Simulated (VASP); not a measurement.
# Pd (I4/mmm) in VASP: notebook

The runs below take Pd through single point, with PBE.

All numbers are computed with VASP 6.6.1; they aren't measurements. Logs are shortened: lines on timing, memory, paths and dates and some standing lists are left out, and cuts for length are marked.

## 1. The cell of the first run

Symmetry: I4/mmm, No. 139, tetragonal system. The conventional cell has a = 2.530 Å, b = 2.530 Å, c = 4.045 Å, α = 90.00°, β = 90.00°, γ = 90.00°. Pd (site symmetry 4/mmm) has 12 Pd at 2.53 to 2.70 Å within 3.3 Å.

## 2. Single point, PBE (strain -0.080 along x and y, +0.040 along z)

Contents of INCAR:

```
  PREC = Accurate
  ENCUT = 520
  EDIFF = 1E-6
  ISMEAR = 0
  SIGMA = 0.15
  LREAL = F
  LASPH = T
  NELM = 60
  ALGO = Normal
  ISIF = 2
  LWAVE = F
  LCHARG = F
  GGA = PE
  NBANDS = 11
```

Contents of KPOINTS:

```
regular mesh
0
Gamma
  20 20 20
```

Contents of POSCAR:

```
Pd
1.0
    0.0000000000      1.7893080000      2.0226960000
    1.7893080000      0.0000000000      2.0226960000
    1.7893080000      1.7893080000      0.0000000000
Pd
1
Direct
    0.0000000000      0.0000000000      0.0000000000
```

Potentials or basis: VASP PAW PBE potentials, release 64 (Pd).

Launch:

```
$ cat potpaw_PBE.64/Pd/POTCAR > POTCAR
$ mpirun -np 1 vasp_std > vasp.out
```

OUTCAR:

```text
PREC = Accurate
   ENCUT = 520
   EDIFF = 1E-6
   ISMEAR = 0
   LREAL = F
   LASPH = T
   NELM = 60
   ISIF = 2
   GGA = PE

 ion  position               nearest neighbor table
   1  0.000  0.000  0.000-

  LATTYP: Found a body centered tetragonal cell.
 ALAT       =     2.5304636409
 C/A-ratio  =     1.5986762009

  Lattice vectors:

 A1 = (  -1.7893080000,   0.0000000000,   2.0226960000)
 A2 = (   1.7893080000,   0.0000000000,   2.0226960000)
 A3 = (   0.0000000000,   1.7893080000,  -2.0226960000)

Analysis of symmetry for initial positions (statically):
=====================================================================
 Subroutine PRICEL returns:
 Original cell was already a primitive cell.

 Routine SETGRP: Setting up the symmetry group for a
 body centered tetragonal supercell.

 Subroutine GETGRP returns: Found 16 space group operations
 (whereof 16 operations were pure point group operations)
 out of a pool of 16 trial point group operations.

The static configuration has the point symmetry D_4h.

Analysis of symmetry for dynamics (positions and initial velocities):
=====================================================================
 Subroutine PRICEL returns:
 Original cell was already a primitive cell.

 Routine SETGRP: Setting up the symmetry group for a
 body centered tetragonal supercell.

 Subroutine GETGRP returns: Found 16 space group operations
 (whereof 16 operations were pure point group operations)
 out of a pool of 16 trial point group operations.

The dynamic configuration has the point symmetry D_4h.

 Subroutine INISYM returns: Found 16 space group operations
 (whereof 16 operations are pure point group operations),
 and found     1 'primitive' translations

----------------------------------------------------------------------------------------

                                     Primitive cell

  volume of cell :      12.9518

  direct lattice vectors                    reciprocal lattice vectors
     0.000000000  1.789308000  2.022696000    -0.279437637  0.279437637  0.247194833
     1.789308000  0.000000000  2.022696000     0.279437637 -0.279437637  0.247194833
     1.789308000  1.789308000  0.000000000     0.279437637  0.279437637 -0.247194833

  length of vectors
     2.700541099  2.700541099  2.530463641     0.466128815  0.466128815  0.466128815

  position of ions in fractional coordinates (direct lattice)
     0.000000000  0.000000000  0.000000000

  ion indices of the primitive-cell ions
   primitive index   ion index
[... 80 lines left out ...]
   ISYM   =      2    0-nonsym 1-usesym 2-fastsym
   POTIM  = 0.5000    time-step for ionic-motion
   TEBEG  =    0.0;   TEEND  =   0.0 temperature during run
   PSTRESS=    0.0 pullay stress
   NELECT =      10.0000    total number of electrons
   NUPDOWN=      -1.0000    fix difference up-down
   EMIN   =  10.00;   EMAX   =-10.00  energy-range for DOS
   EFERMI =   0.00;   METHOD = LEGACY
   ISMEAR =     0;   SIGMA  =   0.15  broadening in eV -4-tet -1-fermi 0-gaus
   EFERMI_NEDOS =   21; number of points for ismear=-14 and -15
   IALGO  =     38    algorithm
   IMIX   =      4    mixing-type and parameters
     AMIX     =   0.40;   BMIX     =  1.00
     AMIX_MAG =   1.60;   BMIX_MAG =  1.00
  volume/ion in A,a.u.               =      12.95        87.40
  Fermi-wavevector in a.u.,A,eV,Ry     =   1.501866  2.838115 30.689327  2.255602
  Thomas-Fermi vector in A             =   2.613181
   LORBIT       =      0    0 simple, 1 ext, 2 COOP (PROOUT), +10 PAW based schemes
   GGA     = PE    functional components
   LHFCALC =     F    Hartree Fock is set to
   AEXX    =    0.0000 exact exchange contribution
   IVDW    =     0    specifies the selected vdW correction
   LEPSILON=     F    determine dielectric tensor
   LRPA    =     F    only Hartree local field effects (RPA)
 non-spin polarized calculation
 Gauss-broadening in eV      SIGMA  =   0.15
  energy-cutoff  :      520.00
  volume of cell :       12.95
 maximum number of plane-waves:       363
   NGX = 11   NGY = 11   NGZ =  9

 number of electron      10.0000000 magnetization

 number of electron       9.9999999 magnetization

 Free energy of the ion-electron system (eV)
  ---------------------------------------------------
  ext. energy  EPLUGINS =         0.00000000
  ---------------------------------------------------
  free energy    TOTEN  =        -4.90612856 eV

  energy without entropy =       -4.88665957  energy(sigma->0) =       -4.89639406

 E-fermi :  12.1332     XC(G=0): -14.0085

 val. band max:       12.1329627071   @ k =  -0.3500   0.4000   0.1000
 cond. band min:      12.1368102805   @ k =   0.4000   0.4000   0.0000
 fundamental gap:      0.0038475734
 Fermi energy:        12.1332334343

 k-point     1 :       0.0000    0.0000    0.0000
  band No.  band energies     occupation
      1       3.9635      2.00000
      2       7.7477      2.00000
      3       9.2221      2.00000
      4       9.2221      2.00000
      5       9.7812      2.00000
      6      11.3662      2.00000
      7      29.5834      0.00000
      8      32.5984      0.00000
      9      36.0822      0.00000
     10      36.0822      0.00000
     11      37.8656      0.00000
[... 309 lines left out ...]
 k-point    24 :      -0.3500    0.0500    0.0000
  band No.  band energies     occupation
      1       5.9870      2.00000
      2       8.1278      2.00000
      3       9.4327      2.00000
      4      10.3689      2.00000
      5      11.3776      2.00000
      6      12.4354      0.00438
      7      23.5277      0.00000
      8      29.0136      0.00000
      9      34.6308      0.00000
     10      37.6032      0.00000
     11      37.8800      0.00000

 [... further k-points ...]

------------------------ aborting loop because EDIFF is reached ----------------------------------------

  FORCE on cell =-STRESS in cart. coord.  units (eV):
  Direction    XX          YY          ZZ          XY          YZ          ZX
  --------------------------------------------------------------------------------------
  -------------------------------------------------------------------------------------
  Total        4.1834476      4.1834476      2.7786158      0.0000000      0.0000000     -0.0000000
  in kB      517.5044564    517.5044564    343.7227340      0.0000000      0.0000000     -0.0000000
  external PRESSURE =     459.5772156 kB  Pullay stress =       0.0000000 kB

 VOLUME and BASIS-vectors are now :
 -----------------------------------------------------------------------------
  energy-cutoff  :      520.00
  volume of cell :       12.95
      direct lattice vectors                 reciprocal lattice vectors
     0.000000000  1.789308000  2.022696000    -0.279437637  0.279437637  0.247194833
     1.789308000  0.000000000  2.022696000     0.279437637 -0.279437637  0.247194833
     1.789308000  1.789308000  0.000000000     0.279437637  0.279437637 -0.247194833

 POSITION                                       TOTAL-FORCE (eV/Angst)
 -----------------------------------------------------------------------------------
      0.00000      0.00000      0.00000         0.000000      0.000000      0.000000
 -----------------------------------------------------------------------------------
    total drift:                                0.000000     -0.000000      0.000000

  FREE ENERGIE OF THE ION-ELECTRON SYSTEM (eV)
  ---------------------------------------------------
  free  energy   TOTEN  =        -4.9061285559 eV

  energy  without entropy=       -4.8866595665  energy(sigma->0) =       -4.89639406
```

OSZICAR:

```text
N       E                     dE             d eps       ncg     rms          rms(c)
DAV:   1     0.434208875222E+02    0.43421E+02   -0.52792E+03 14169   0.873E+02
DAV:   2    -0.467048797740E+01   -0.48091E+02   -0.46506E+02 15585   0.189E+02
DAV:   3    -0.519780160357E+01   -0.52731E+00   -0.52513E+00 17085   0.212E+01
DAV:   4    -0.519962913140E+01   -0.18275E-02   -0.18272E-02 17414   0.129E+00
DAV:   5    -0.519964433505E+01   -0.15204E-04   -0.15202E-04 18471   0.109E-01    0.114E+01
DAV:   6    -0.493531419281E+01    0.26433E+00   -0.80045E-01 17723   0.766E+00    0.584E+00
DAV:   7    -0.491136729597E+01    0.23947E-01   -0.54866E-02 18531   0.174E+00    0.245E+00
DAV:   8    -0.490617567033E+01    0.51916E-02   -0.38153E-03 17590   0.606E-01    0.115E-01
DAV:   9    -0.490612683472E+01    0.48836E-04   -0.33926E-04 17670   0.162E-01    0.420E-02
DAV:  10    -0.490612950359E+01   -0.26689E-05   -0.26997E-05 17551   0.485E-02    0.100E-02
DAV:  11    -0.490612837814E+01    0.11254E-05   -0.32511E-07 12636   0.603E-03    0.357E-03
DAV:  12    -0.490612855594E+01   -0.17780E-06   -0.24596E-08 10969   0.128E-03
   1 F= -.49061286E+01 E0= -.48963941E+01  d E =-.194690E-01
```

Wall time 29 s (1 thread of Intel Xeon 6975P-C (Granite Rapids), shared host); peak memory 0.2 GiB.

Results:

| Property | Result |
| --- | --- |
| Free energy | -4.9061 eV |
| Pressure | 46.0 GPa |
| Band gap on the k mesh | zero (band 5 reaches 13.13 eV, above the bottom of band 6 at 10.64 eV) |

Stress tensor (GPa, compression positive):
```
51.75  0.00  0.00
 0.00 51.75  0.00
 0.00  0.00 34.37
```

Caveat: the cell differs from its parent crystal (strain -0.080 along x and y, +0.040 along z).

## 3. Single point, PBE (strain -0.080 along x and y, +0.080 along z)

Contents of INCAR:

```
ALGO = Normal ; EDIFF = 1E-6
ENCUT = 520 ; GGA = PE
ISIF = 2 ; ISMEAR = 0
LASPH = T ; LCHARG = F
LREAL = F ; LWAVE = F
NBANDS = 11 ; NELM = 100
PREC = Accurate ; SIGMA = 0.15
```

Contents of KPOINTS:

```
k-points
0
Gamma
  20 20 20
```

Contents of POSCAR:

```
Pd
1.0
    0.0000000000      1.7893080000      2.1004920000
    1.7893080000      0.0000000000      2.1004920000
    1.7893080000      1.7893080000      0.0000000000
Pd
1
Direct
    0.0000000000      0.0000000000      0.0000000000
```

Potentials or basis: VASP PAW PBE potentials, release 64 (Pd).

Launch:

```
$ cat potpaw_PBE.64/Pd/POTCAR > POTCAR
$ mpirun -np 1 vasp_std > vasp.out
```

Run time: 24 s. Hardware: 1 thread of Intel Xeon 6975P-C (Granite Rapids), shared host; peak memory 0.22 GiB.

The run converged. Its results:

```yaml
Free_energy: -4.9877 eV
Pressure: 33.8 GPa
Band_gap_on_the_k_mesh: zero (band 5 reaches 12.54 eV, above the bottom of band 6 at 10.06 eV)
```

Stress tensor (GPa, compression positive):
```
41.45  0.00  0.00
 0.00 41.45  0.00
 0.00  0.00 18.46
```

Levels at points of the mesh, in eV from the Fermi level:
| k point | band 1 | band 2 | band 3 | band 4 | band 5 | band 6 | band 7 | band 8 | band 9 | band 10 |
| --- | --- | --- | --- | --- | --- | --- | --- | --- | --- | --- |
| (0.00, 0.00, 0.00) | -7.84 | -4.40 | -2.54 | -2.54 | -2.49 | -0.52 | 17.66 | 19.80 | 24.02 | 24.02 |
| (0.50, 0.00, 0.00) | -6.02 | -4.06 | -2.54 | -0.27 | 0.28 | 0.92 | 8.31 | 15.81 | 21.55 | 23.87 |
| (0.50, 0.50, 0.00) | -6.18 | -5.97 | 0.14 | 0.29 | 0.29 | 1.37 | 8.96 | 15.92 | 15.92 | 24.63 |
| (0.50, 0.00, 0.50) | -6.27 | -5.71 | -0.40 | -0.22 | 1.13 | 4.62 | 12.39 | 13.37 | 13.57 | 22.28 |

Caveat: the cell differs from its parent crystal (strain -0.080 along x and y, +0.080 along z).

## 4. Single point, PBE (strain +0.000 along x and y, -0.080 along z)

Contents of INCAR:

```
SYSTEM = Pd
  ALGO = Fast
  EDIFF = 1E-6
  ENCUT = 520
  GGA = PE
  ISIF = 2
  ISMEAR = 0
  LASPH = .True.
  LCHARG = .False.
  LREAL = .False.
  LWAVE = .False.
  NBANDS = 11
  NELM = 60
  PREC = Accurate
  SIGMA = 0.15
```

Contents of KPOINTS:

```
k-points
0
Gamma
  20 20 20
  0 0 0
```

Contents of POSCAR:

```
Pd
1.0
    0.0000000000      1.9449000000      1.7893080000
    1.9449000000      0.0000000000      1.7893080000
    1.9449000000      1.9449000000      0.0000000000
Pd
1
Direct
    0.0000000000      0.0000000000      0.0000000000
```

Launch:

```
$ cat potpaw_PBE.64/Pd/POTCAR > POTCAR
$ mpirun -np 1 vasp_std > vasp.out
```

Wall time 31 s (1 thread of Intel Xeon 6975P-C (Granite Rapids), shared host); peak memory 0.2 GiB.

The run converged. Its results:

* Free energy: -5.0781 eV
* Pressure: 29.2 GPa
* Band gap on the k mesh: zero (band 5 reaches 11.90 eV, above the bottom of band 6 at 9.77 eV)

Stress tensor (GPa, compression positive):
```
27.90  0.00  0.00
 0.00 27.90  0.00
 0.00  0.00 31.88
```

Levels at points of the mesh, in eV from the Fermi level:
| k point | band 3 | band 4 | band 5 | band 6 | band 7 | band 8 |
| --- | --- | --- | --- | --- | --- | --- |
| (0.00, 0.00, 0.00) | -3.48 | -2.67 | -1.87 | -1.01 | 17.34 | 21.70 |
| (0.50, 0.00, 0.00) | -2.86 | -0.22 | 0.21 | 0.86 | 8.11 | 16.44 |
| (0.50, 0.50, 0.00) | -0.03 | 0.38 | 0.38 | 4.62 | 12.65 | 12.65 |
| (0.50, 0.00, 0.50) | -0.09 | 0.05 | 0.61 | 2.80 | 10.95 | 13.93 |

Caveat: the cell differs from its parent crystal (strain +0.000 along x and y, -0.080 along z).

## 5. Overview

```csv
cell,gap on the mesh (eV),pressure (GPa)
"a = 2.701, b = 2.701, c = 2.530 Å, angles 62.1, 62.1, 55.9°, 1 atom",none,46.0
"a = 2.759, b = 2.759, c = 2.530 Å, angles 62.7, 62.7, 54.6°, 1 atom",none,33.8
"a = 2.643, b = 2.643, c = 2.751 Å, angles 58.6, 58.6, 62.7°, 1 atom",none,29.2
```

Alike in all rows: task single point; level PBE; potentials or basis VASP PAW PBE potentials, release 64 (Pd); no spin polarisation; k mesh 20 × 20 × 20; cutoff (eV) 520; smearing gaussian 0.15 eV.

Absolute energies hang on the potentials; compare differences alone.
